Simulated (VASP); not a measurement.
A run of VASP 6.6.1 is set up as follows.

The input POSCAR.step1:

```
W
1.0
    0.0000000000      1.9671757799      1.9671757799
    1.9671757799      0.0000000000      1.9671757799
    1.9671757799      1.9671757799      0.0000000000
W
1
Direct
    0.0000000000      0.0000000000      0.0000000000
```

The input POSCAR.step2:

```
W
1.0
    0.0000000000      1.9885598007      1.9885598007
    1.9885598007      0.0000000000      1.9885598007
    1.9885598007      1.9885598007      0.0000000000
W
1
Direct
    0.0000000000      0.0000000000      0.0000000000
```

File POSCAR.step3:

```
W
1.0
    0.0000000000      2.0094935475      2.0094935475
    2.0094935475      0.0000000000      2.0094935475
    2.0094935475      2.0094935475      0.0000000000
W
1
Direct
    0.0000000000      0.0000000000      0.0000000000
```

POSCAR.step4

```
W
1.0
    0.0000000000      2.0300000000      2.0300000000
    2.0300000000      0.0000000000      2.0300000000
    2.0300000000      2.0300000000      0.0000000000
W
1
Direct
    0.0000000000      0.0000000000      0.0000000000
```

POSCAR.step5

```
W
1.0
    0.0000000000      2.0501003171      2.0501003171
    2.0501003171      0.0000000000      2.0501003171
    2.0501003171      2.0501003171      0.0000000000
W
1
Direct
    0.0000000000      0.0000000000      0.0000000000
```

The input POSCAR.step6:

```
W
1.0
    0.0000000000      2.0698140295      2.0698140295
    2.0698140295      0.0000000000      2.0698140295
    2.0698140295      2.0698140295      0.0000000000
W
1
Direct
    0.0000000000      0.0000000000      0.0000000000
```

POSCAR.step7

```
W
1.0
    0.0000000000      2.0891592071      2.0891592071
    2.0891592071      0.0000000000      2.0891592071
    2.0891592071      2.0891592071      0.0000000000
W
1
Direct
    0.0000000000      0.0000000000      0.0000000000
```

INCAR

```
ALGO = Normal
EDIFF = 1E-7
ENCUT = 500
GGA_COMPAT = F
ISIF = 2
ISMEAR = 1
LASPH = T
LCHARG = F
LMIXTAU = T
LREAL = F
LWAVE = F
METAGGA = MS2
NELM = 120
NSW = 0
PREC = Accurate
SIGMA = 0.1
```

The input KPOINTS:

```
k-points
0
Gamma
  14 14 14
```

Potentials or basis: VASP PAW PBE potentials, release 64 (W_sv_GW).

The run is started by

```sh
$ cat potpaw_PBE.64/W_sv_GW/POTCAR > POTCAR
$ cp POSCAR.step1 POSCAR
$ mpirun -np 1 vasp_std > vasp.out
$ cp POSCAR.step2 POSCAR
$ mpirun -np 1 vasp_std > vasp.out
$ cp POSCAR.step3 POSCAR
$ mpirun -np 1 vasp_std > vasp.out
$ cp POSCAR.step4 POSCAR
$ mpirun -np 1 vasp_std > vasp.out
$ cp POSCAR.step5 POSCAR
$ mpirun -np 1 vasp_std > vasp.out
$ cp POSCAR.step6 POSCAR
$ mpirun -np 1 vasp_std > vasp.out
$ cp POSCAR.step7 POSCAR
$ mpirun -np 1 vasp_std > vasp.out
```

Predict the bulk modulus.

310 GPa.

Estimate the equilibrium volume.

15.89 Å³/atom.

What does it give for the pressure derivative of the bulk modulus?

4.2.

Energy against volume, from the lowest point:
```tsv
volume (Å³/atom)	energy (meV/atom)
15.225	27.06
15.727	0.00
16.229	5.10
16.731	37.82
17.233	94.16
17.735	170.04
18.237	262.71
```

Caveat: the PAW data sets were made with another functional, which shifts forces and pressure a little.
